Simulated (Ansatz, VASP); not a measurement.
V: VASP beside Ansatz

```
CELL_PARAMETERS angstrom
1.42284 0.82148 1.94058
-1.42284 0.82148 1.94058
0.00000 -1.64296 1.94058
ATOMIC_POSITIONS crystal
V 0.50000 0.50000 0.50000
```

Alike in both runs: functional r2SCAN; k mesh 24 × 24 × 24; occupations gaussian, width 0.1 eV; no spin polarisation.

Ansatz relaxed the structure, and its values are those at the end. VASP's run is a single point on that final structure, the one shown.

```csv
,VASP,Ansatz
version,VASP 6.6.1,Ansatz 0.2.0
potentials or method,"VASP PAW PBE potentials, release 64 (V_sv), cutoff 520 eV","scalar-relativistic, plane waves, PAW"
valence electrons in the cell,13,13
```

|  | VASP | Ansatz | Ansatz less VASP |
| --- | --- | --- | --- |
| gap on the k mesh at the Fermi level (eV) | none | none | - |
| pressure (GPa) | 0.7 | 0.0 | -0.72 |

VASP's potentials were made for PBE, not for r2SCAN. A gap of «none» marks a metal or a gap that the smearing closes.
